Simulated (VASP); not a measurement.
Input of a VASP 6.6.1 run:

File INCAR:

```
PREC = Accurate
ENCUT = 520
EDIFF = 1E-6
ISMEAR = 0
SIGMA = 0.05
LREAL = F
LASPH = T
NELM = 80
ALGO = Normal
ISIF = 2
LWAVE = F
LCHARG = F
GGA = PE
NBANDS = 28
```

File KPOINTS:

```
Automatic mesh
0
Gamma
  6 6 8
```

The input POSCAR:

```
PbSe
1.0
    5.3494553078      0.0000000000      0.0267472765
    0.0000000000      5.3494553078      0.0000000000
    0.0211063433      0.0000000000      4.2212686564
Pb Se
2 2
Direct
    0.5000000000      0.0000000000      0.3182456201
    0.0000000000      0.5000000000      0.6817543799
    0.0000000000      0.0000000000      0.0000000000
    0.5000000000      0.5000000000      0.0000000000
```

Potentials or basis: VASP PAW PBE potentials, release 64 (Pb_d, Se).

The run is started by

```console
$ cat potpaw_PBE.64/Pb_d/POTCAR potpaw_PBE.64/Se/POTCAR > POTCAR
$ mpirun -np 1 vasp_std > vasp.out
```

What does it give for the largest force?

0.023 eV/Å.

Estimate the band gap on the k mesh.

0.42 eV (least direct gap 0.88 eV).

What does it give for the pressure?

0.0 GPa.

Stress tensor (GPa, compression positive):
```
 0.05  0.00 -0.07
 0.00  0.04  0.00
-0.07  0.00 -0.02
```

Caveat: spin-orbit coupling is left out, which moves the levels of the heavy elements. A k mesh can miss the band edges.
